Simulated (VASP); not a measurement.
# MgB (Pm-3m) in VASP: notebook, part 3 of 3

VASP 6.6.1.

## (4) Density of states, PBE

Input file POSCAR:

```
MgB
1.0
    2.8951500000      0.0000000000      0.0000000000
    0.0000000000      2.8951500000      0.0000000000
    0.0000000000      0.0000000000      2.8951500000
Mg B
1 1
Direct
    0.0000000000      0.0000000000      0.0000000000
    0.5000000000      0.5000000000      0.5000000000
```

Input file INCAR.step1:

```
ALGO = Normal ; EDIFF = 1E-7
ENCUT = 520 ; GGA = PE
ISIF = 2 ; ISMEAR = -1
LASPH = True ; LCHARG = True
LREAL = False ; LWAVE = False
NBANDS = 10 ; NELM = 100
PREC = Accurate ; SIGMA = 0.05
```

Input file KPOINTS.step1:

```
k-points
0
Gamma
  9 9 9
```

Input file INCAR.step2:

```
ALGO = Normal ; EDIFF = 1E-7
ENCUT = 520 ; GGA = PE
ICHARG = 11 ; ISIF = 2
ISMEAR = -5 ; LASPH = True
LCHARG = False ; LORBIT = 10
LREAL = False ; LWAVE = False
NEDOS = 1001 ; NELM = 100
PREC = Accurate ; SIGMA = 0.05
```

Input file KPOINTS.step2:

```
k-points
0
Gamma
  14 14 14
```

Potentials or basis: VASP PAW PBE potentials, release 64 (Mg, B).

Command:

```console
> cat potpaw_PBE.64/Mg/POTCAR potpaw_PBE.64/B/POTCAR > POTCAR
> cp INCAR.step1 INCAR
> cp KPOINTS.step1 KPOINTS
> mpirun -np 1 vasp_std > vasp.out
> cp INCAR.step2 INCAR
> cp KPOINTS.step2 KPOINTS
> mpirun -np 1 vasp_std > vasp.out
```

OUTCAR:

```text
EDIFF = 1E-7
   ENCUT = 520
   GGA = PE
   ICHARG = 11
   ISIF = 2
   ISMEAR = -5
   LASPH = True
   LORBIT = 10
   LREAL = False
   NELM = 100
   PREC = Accurate

 ion  position               nearest neighbor table
   1  0.000  0.000  0.000-   2 2.51   2 2.51   2 2.51   2 2.51   2 2.51   2 2.51   2 2.51   2 2.51

   2  0.500  0.500  0.500-   1 2.51   1 2.51   1 2.51   1 2.51   1 2.51   1 2.51   1 2.51   1 2.51

  LATTYP: Found a simple cubic cell.
 ALAT       =     2.8951500000

  Lattice vectors:

 A1 = (   2.8951500000,   0.0000000000,   0.0000000000)
 A2 = (   0.0000000000,   2.8951500000,   0.0000000000)
 A3 = (   0.0000000000,   0.0000000000,   2.8951500000)

Analysis of symmetry for initial positions (statically):
=====================================================================
 Subroutine PRICEL returns:
 Original cell was already a primitive cell.

 Routine SETGRP: Setting up the symmetry group for a
 simple cubic supercell.

 Subroutine GETGRP returns: Found 48 space group operations
 (whereof 48 operations were pure point group operations)
 out of a pool of 48 trial point group operations.

The static configuration has the point symmetry O_h .

Analysis of symmetry for dynamics (positions and initial velocities):
=====================================================================
 Subroutine PRICEL returns:
 Original cell was already a primitive cell.

 Routine SETGRP: Setting up the symmetry group for a
 simple cubic supercell.

 Subroutine GETGRP returns: Found 48 space group operations
 (whereof 48 operations were pure point group operations)
 out of a pool of 48 trial point group operations.

The dynamic configuration has the point symmetry O_h .

 Subroutine INISYM returns: Found 48 space group operations
 (whereof 48 operations are pure point group operations),
 and found     1 'primitive' translations

----------------------------------------------------------------------------------------

                                     Primitive cell

  volume of cell :      24.2668

  direct lattice vectors                    reciprocal lattice vectors
     2.895150000  0.000000000  0.000000000     0.345405247  0.000000000  0.000000000
     0.000000000  2.895150000  0.000000000     0.000000000  0.345405247  0.000000000
     0.000000000  0.000000000  2.895150000     0.000000000  0.000000000  0.345405247

  length of vectors
     2.895150000  2.895150000  2.895150000     0.345405247  0.345405247  0.345405247

  position of ions in fractional coordinates (direct lattice)
     0.000000000  0.000000000  0.000000000
     0.500000000  0.500000000  0.500000000

  ion indices of the primitive-cell ions
   primitive index   ion index
                 1           1
                 2           2

----------------------------------------------------------------------------------------

 KPOINTS: k-points

Automatic generation of k-mesh.
 Grid dimensions read from file:
 generate k-points for:   14   14   14

 Generating k-lattice:

  Cartesian coordinates                     Fractional coordinates (reciprocal lattice)
     0.024671803  0.000000000  0.000000000     0.071428571  0.000000000  0.000000000
     0.000000000  0.024671803  0.000000000     0.000000000  0.071428571  0.000000000
     0.000000000  0.000000000  0.024671803     0.000000000  0.000000000  0.071428571

  Length of vectors
     0.024671803  0.024671803  0.024671803

  Shift w.r.t. Gamma in fractional coordinates (k-lattice)
     0.000000000  0.000000000  0.000000000

 TETIRR: Found   1360 inequivalent tetrahedra from    16464

 Subroutine IBZKPT returns following result:
 ===========================================

 Found    120 irreducible k-points:

 Following reciprocal coordinates:
            Coordinates               Weight
  0.000000  0.000000  0.000000      1.000000
  0.071429  0.000000  0.000000      6.000000
  0.142857  0.000000  0.000000      6.000000
  0.214286  0.000000  0.000000      6.000000
  0.285714  0.000000  0.000000      6.000000
  0.357143  0.000000  0.000000      6.000000
[... 16 lines left out ...]
  0.285714  0.214286  0.000000     24.000000
  0.357143  0.214286  0.000000     24.000000
 [... further k-points ...]
   k-points           NKPTS =    120   k-points in BZ     NKDIM =    120   number of bands    NBANDS=      6
   number of dos      NEDOS =   1001   number of ions     NIONS =      2
   total plane-waves  NPLWV =  13824
   dimension x,y,z NGX =    24 NGY =   24 NGZ =   24
   dimension x,y,z NGXF=    48 NGYF=   48 NGZF=   48
   ions per type =               1   1
   NGX,Y,Z   is equivalent  to a cutoff of  13.78, 13.78, 13.78 a.u.
   NGXF,Y,Z  is equivalent  to a cutoff of  27.56, 27.56, 27.56 a.u.
 SYSTEM =  unknown system
   PREC   = accura    normal or accurate (medium, high low for compatibility)
   ISTART =      0    job   : 0-new  1-cont  2-samecut
   ICHARG =     11    charge: 1-file 2-atom 10-const
   ISPIN  =      1    spin polarized calculation?
   LNONCOLLINEAR =      F non collinear calculations
   LSORBIT =      F    spin-orbit coupling
   LASPH  =      T    aspherical Exc in radial PAW
   ENCUT  =  520.0 eV  38.22 Ry    6.18 a.u.   5.38  5.38  5.38*2*pi/ulx,y,z
   NELM   =    100;   NELMIN=  2; NELMDL=  0     # of ELM steps
   EDIFF  = 0.1E-06   stopping-criterion for ELM
   LREAL  =      F    real-space projection
   EDIFFG = 0.1E-05   stopping-criterion for IOM
   NSW    =      0    number of steps for IOM
   IBRION =     -1    ionic relax: 0-MD 1-quasi-New 2-CG
   NFREE  =      0    steps in history (QN), initial steepest desc. (CG)
   ISIF   =      2    stress and relaxation
   ISYM   =      2    0-nonsym 1-usesym 2-fastsym
   POTIM  = 0.5000    time-step for ionic-motion
   TEBEG  =    0.0;   TEEND  =   0.0 temperature during run
   PSTRESS=    0.0 pullay stress
   NELECT =       5.0000    total number of electrons
   NUPDOWN=      -1.0000    fix difference up-down
   EMIN   =  10.00;   EMAX   =-10.00  energy-range for DOS
   EFERMI =   0.00;   METHOD = LEGACY
   ISMEAR =    -5;   SIGMA  =   0.05  broadening in eV -4-tet -1-fermi 0-gaus
   EFERMI_NEDOS =   21; number of points for ismear=-14 and -15
   IALGO  =     38    algorithm
   IMIX   =      4    mixing-type and parameters
     AMIX     =   0.40;   BMIX     =  1.00
     AMIX_MAG =   1.60;   BMIX_MAG =  1.00
  volume/ion in A,a.u.               =      12.13        81.88
  Fermi-wavevector in a.u.,A,eV,Ry     =   0.966927  1.827227 12.720742  0.934948
  Thomas-Fermi vector in A             =   2.096770
   LORBIT       =     10    0 simple, 1 ext, 2 COOP (PROOUT), +10 PAW based schemes
   GGA     = PE    functional components
   LHFCALC =     F    Hartree Fock is set to
   AEXX    =    0.0000 exact exchange contribution
   IVDW    =     0    specifies the selected vdW correction
   LEPSILON=     F    determine dielectric tensor
   LRPA    =     F    only Hartree local field effects (RPA)
 non-spin polarized calculation
 Fermi weights with tetrahedron method with Bloechl corrections
  energy-cutoff  :      520.00
  volume of cell :       24.27
 maximum number of plane-waves:       672
 NGX is ok and might be reduce to    24

 number of electron       5.0000000 magnetization

 Free energy of the ion-electron system (eV)
  ---------------------------------------------------
  ext. energy  EPLUGINS =         0.00000000
  ---------------------------------------------------
  free energy    TOTEN  =        -6.61524159 eV

  energy without entropy =       -6.61524159  energy(sigma->0) =       -6.61524159

 E-fermi :   4.6399     XC(G=0): -10.3589

 val. band max:        4.7019008563   @ k =   0.2857   0.2143   0.2143
 cond. band min:       4.4595350904   @ k =   0.2143   0.2143   0.0714
 fundamental gap:     -0.2423657659
 Fermi energy:         4.6399178647

 k-point     1 :       0.0000    0.0000    0.0000
  band No.  band energies     occupation
      1      -6.1544      2.00000
      2       7.1148      0.00000
      3       7.1148      0.00000
      4       7.1148      0.00000
      5      11.6330      0.00000
      6      11.6330      0.00000
[... 199 lines left out ...]
 k-point    24 :       0.3571    0.2143    0.0000
  band No.  band energies     occupation
      1      -3.5374      2.00000
      2       1.2365      2.00000
      3       4.9665      0.40763
      4       8.4314      0.00000
      5      11.6557      0.00000
      6      14.8975      0.00000

 [... further k-points ...]
[... 5 lines left out ...]
  --------------------------------------------------------------------------------------
  -------------------------------------------------------------------------------------
  Total       -0.0695670     -0.0695670     -0.0695670      0.0000000      0.0000000     -0.0000000
  in kB       -4.5930454     -4.5930454     -4.5930454      0.0000000      0.0000000     -0.0000000
  external PRESSURE =      -4.5930454 kB  Pullay stress =       0.0000000 kB

 VOLUME and BASIS-vectors are now :
 -----------------------------------------------------------------------------
  energy-cutoff  :      520.00
  volume of cell :       24.27
      direct lattice vectors                 reciprocal lattice vectors
     2.895150000  0.000000000  0.000000000     0.345405247  0.000000000  0.000000000
     0.000000000  2.895150000  0.000000000     0.000000000  0.345405247  0.000000000
     0.000000000  0.000000000  2.895150000     0.000000000  0.000000000  0.345405247

 POSITION                                       TOTAL-FORCE (eV/Angst)
 -----------------------------------------------------------------------------------
      0.00000      0.00000      0.00000         0.000000      0.000000      0.000000
      1.44758      1.44758      1.44758         0.000000      0.000000      0.000000
 -----------------------------------------------------------------------------------
    total drift:                                0.000000     -0.000000     -0.000000

  FREE ENERGIE OF THE ION-ELECTRON SYSTEM (eV)
  ---------------------------------------------------
  free  energy   TOTEN  =        -6.6152415949 eV

  energy  without entropy=       -6.6152415949  energy(sigma->0) =       -6.61524159

 total charge

# of ion       s       p       d       tot
------------------------------------------
    1        0.175   0.177   0.053   0.405
    2        0.750   0.846   0.000   1.596
--------------------------------------------------
tot          0.926   1.023   0.053   2.001
```

OSZICAR.step1:

```text
N       E                     dE             d eps       ncg     rms          rms(c)
DAV:   1     0.117408668141E+01    0.11741E+01   -0.19533E+03   764   0.347E+02
DAV:   2    -0.666853864407E+01   -0.78426E+01   -0.76944E+01   864   0.582E+01
DAV:   3    -0.682008722130E+01   -0.15155E+00   -0.15111E+00   894   0.662E+00
DAV:   4    -0.682041118198E+01   -0.32396E-03   -0.32395E-03   848   0.316E-01
DAV:   5    -0.682041217565E+01   -0.99367E-06   -0.99390E-06   834   0.170E-02    0.181E+00
DAV:   6    -0.666694406144E+01    0.15347E+00   -0.18654E-01   748   0.163E+00    0.971E-01
DAV:   7    -0.662489650266E+01    0.42048E-01   -0.11855E-01   780   0.132E+00    0.326E-01
DAV:   8    -0.662293287069E+01    0.19636E-02   -0.24000E-03   806   0.405E-01    0.322E-02
DAV:   9    -0.662293086666E+01    0.20040E-05   -0.11021E-05   838   0.203E-02    0.193E-02
DAV:  10    -0.662293169034E+01   -0.82368E-06   -0.96534E-07   888   0.523E-03    0.131E-03
DAV:  11    -0.662293157527E+01    0.11507E-06   -0.52509E-08   518   0.134E-03    0.261E-04
DAV:  12    -0.662293156129E+01    0.13974E-07   -0.21500E-09   422   0.326E-04
   1 F= -.66229316E+01 E0= -.66195546E+01  d E =-.675391E-02
```

Wall time 35 s (1 thread of AMD EPYC 7R13, shared host); peak memory 0.12 GiB.

What came out:

```yaml
Valence_electrons_inside_the_program's_atomic_spheres: Mg 0.41; B 1.60
```

Caveat: tetrahedron occupations give inexact forces and stress in metals.

## (5) Elastic constants, LDA

Input file INCAR:

```
SYSTEM = MgB
  PREC = Accurate
  ENCUT = 600
  EDIFF = 1E-8
  ISMEAR = -1
  SIGMA = 0.05
  LREAL = .FALSE.
  LASPH = .TRUE.
  NELM = 100
  ALGO = Normal
  ISIF = 3
  LWAVE = .FALSE.
  LCHARG = .FALSE.
  GGA = CA
  IBRION = 6
  NFREE = 2
  POTIM = 0.015
  NSW = 1
```

Input file KPOINTS:

```
regular mesh
0
G
  8 8 8
  0 0 0
```

POSCAR is that of step 4.

Potentials or basis: VASP PAW LDA potentials, release 64 (Mg, B).

Command:

```console
> cat potpaw_LDA.64/Mg/POTCAR potpaw_LDA.64/B/POTCAR > POTCAR
> mpirun -np 1 vasp_std > vasp.out
```

Run time: 78 s. Hardware: 1 thread of Intel Xeon 6975P-C, shared host; peak memory 0.19 GiB.

The run converged. Its results:

| Quantity | Value |
| --- | --- |
| Elastic constants C11, C12, C44 | 102, 58, 40 GPa |
| Voigt bulk modulus | 73 GPa |
| Highest phonon frequency at Γ, LO-TO splitting left out | 372 cm⁻¹ |

Phonon frequencies in cm⁻¹ (negative: imaginary):
```tsv
q point	frequencies
(0.000, 0.000, 0.000)	0 0 0 372 372 372
```

Elastic tensor in Voigt notation (GPa, in the Cartesian axes of the cell as first typed):
```
102  58  58   0   0   0
 58 102  58   0   0   0
 58  58 102   0   0   0
  0   0   0  40   0   0
  0   0   0   0  40   0
  0   0   0   0   0  40
```

Clamped-ion elastic tensor (GPa):
```
102  58  58   0   0   0
 58 102  58   0   0   0
 58  58 102   0   0   0
  0   0   0  40   0   0
  0   0   0   0  40   0
  0   0   0   0   0  40
```

Caveat: the cell is under stress, which shifts elastic constants.

## (6) Elastic constants, PBE

Input file INCAR:

```
SYSTEM = MgB
  ALGO = Normal
  EDIFF = 1E-8
  ENCUT = 600
  GGA = PE
  IBRION = 6
  ISIF = 3
  ISMEAR = -1
  LASPH = .TRUE.
  LCHARG = .FALSE.
  LREAL = .FALSE.
  LWAVE = .FALSE.
  NBANDS = 10
  NELM = 80
  NFREE = 2
  NSW = 1
  POTIM = 0.015
  PREC = Accurate
  SIGMA = 0.05
```

Input file KPOINTS:

```
k-points
0
G
  7 7 7
  0 0 0
```

POSCAR is that of step 5.

Potentials or basis: VASP PAW PBE potentials, release 64 (Mg, B).

Command:

```console
> cat potpaw_PBE.64/Mg/POTCAR potpaw_PBE.64/B/POTCAR > POTCAR
> mpirun -np 1 vasp_std > vasp.out
```

It took 80 s on 1 thread of Intel Xeon Platinum 8375C at 2.90GHz (Ice Lake), shared host; peak memory 0.18 GiB.

The run converged. Its results:

| Quantity | Value |
| --- | --- |
| Elastic constants C11, C12, C44 | 226, 20, 61 GPa |
| Voigt bulk modulus | 88 GPa |
| Highest phonon frequency at Γ, LO-TO splitting left out | 389 cm⁻¹ |

Phonon frequencies in cm⁻¹ (negative: imaginary):
```tsv
q point	frequencies
(0.000, 0.000, 0.000)	0 0 0 389 389 389
```

Elastic tensor in Voigt notation (GPa, in the Cartesian axes of the cell as first typed):
```
226  20  20   0   0   0
 20 226  20   0   0   0
 20  20 226   0   0   0
  0   0   0  61   0   0
  0   0   0   0  61   0
  0   0   0   0   0  61
```

Clamped-ion elastic tensor (GPa):
```
226  20  20   0   0   0
 20 226  20   0   0   0
 20  20 226   0   0   0
  0   0   0  61   0   0
  0   0   0   0  61   0
  0   0   0   0   0  61
```
